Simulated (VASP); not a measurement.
Wanted: the native input for a VASP 6.6.1 run.

| Item | Value |
| --- | --- |
| Task | single point |
| Functional | PBE |
| Potentials or basis | VASP PAW PBE potentials, release 64 (Sm_3, Si), 4f in core |
| Cutoff | 500 eV |
| k mesh | 8 × 8 × 8 |
| Occupations | gaussian, width 0.1 eV |
| Spin | no spin polarisation |
| Dipole correction | no |
| Mended | yes |
| Further INCAR settings | ALGO = Normal; EDIFF = 1e-06; NBANDS = 22 |

The structure of SmSi4 lies in POSCAR:

```
SmSi4
1.0
   -3.1512031293      3.1512031293      3.1512031293
    3.1512031293     -3.1512031293      3.1512031293
    3.1512031293      3.1512031293     -3.1512031293
Sm Si
1 4
Direct
    0.0000000000      0.0000000000      0.0000000000
    0.5000000000      0.5000000000      0.5000000000
    0.5000000000      0.0000000000      0.0000000000
    0.0000000000      0.0000000000      0.5000000000
    0.0000000000      0.5000000000      0.0000000000
```

The cell was built from a structure type or drawn by symmetry, and may not be a known phase.

These files were run (other wordings do the same):

INCAR

```
SYSTEM = SmSi4
PREC = Accurate ; ENCUT = 500
EDIFF = 1E-6 ; ISMEAR = 0
SIGMA = 0.1 ; LREAL = .False.
LASPH = .True. ; NELM = 200
ALGO = Normal ; ISIF = 2
LWAVE = .False. ; LCHARG = .False.
GGA = PE ; NBANDS = 22
GGA_COMPAT = .False. ; LMAXMIX = 6
```

KPOINTS

```
regular mesh
0
Gamma
  8 8 8
  0 0 0
```

Potentials or basis: VASP PAW PBE potentials, release 64 (Sm_3, Si), 4f in core.

Command:

```sh
$ cat potpaw_PBE.64/Sm_3/POTCAR potpaw_PBE.64/Si/POTCAR > POTCAR
$ mpirun -np 1 vasp_std > vasp.out
```

Results of the run:

```json
{
  "Pressure": "0.4 GPa",
  "Band gap on the k mesh": "zero (an odd number of electrons rules out a gap without spin polarisation)"
}
```

Caveat: spin-orbit coupling is left out, which moves the levels of the heavy elements; the 4f electrons are frozen in the core, so they carry no moment and show no levels.

Run time: 29 s on 1 thread of Intel(R) Xeon(R) 6975P-C (Granite Rapids), with other jobs on the host, peak memory 0.27 GiB.
